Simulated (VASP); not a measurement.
NiO2:

```
Ni O
1.0
     2.75448    0.00000    0.00000
    -1.37724    2.38545    0.00000
     0.00000    0.00000    4.68677
Ni O
1 2
Direct
  0.00000 0.00000 0.50000
  0.66667 0.33333 0.69704
  0.33333 0.66667 0.30296
```

This cell differs from its parent crystal: volume scaled by 0.94.

- Program: VASP 6.6.1
- Task: relaxation of shape and atoms at fixed volume
- Functional: PBEsol
- Potentials or basis: VASP PAW PBE potentials, release 64 (Ni, O)
- Cutoff: 600 eV
- k mesh: 12 × 12 × 6
- Occupations: gaussian, width 0.02 eV
- Spin: no spin polarisation

At the start: pressure 7.4 GPa; volume 10.27 Å³/atom.

Q: Where does the relaxation end?

A: Over 6 steps the energy falls by 8.4 meV/atom; space group P-3m1 (No. 164, to 0.05 Å).

The path:
```
step  energy change (eV)  largest force (eV/Å)  pressure (GPa)  volume (Å³)
   1              0.0000                0.5349            7.44        30.80
   2             -0.0197                0.0540            2.62        30.80
   3             -0.0208                0.0901            1.31        30.80
   4             -0.0244                0.0372            0.53        30.80
   5             -0.0250                0.0211           -0.27        30.80
   6             -0.0252                0.0012            0.17        30.80
```

Final structure:
```
CELL_PARAMETERS angstrom
2.78776 0.00000 0.00000
-1.39388 2.41427 0.00000
0.00000 0.00000 4.57555
ATOMIC_POSITIONS crystal
Ni 0.00000 0.00000 0.50000
O 0.66667 0.33333 0.70413
O 0.33333 0.66667 0.29587
```

Caveat: the cell differs from its parent crystal (volume scaled by 0.94); the PAW data sets were made with another functional, which shifts forces and pressure a little.
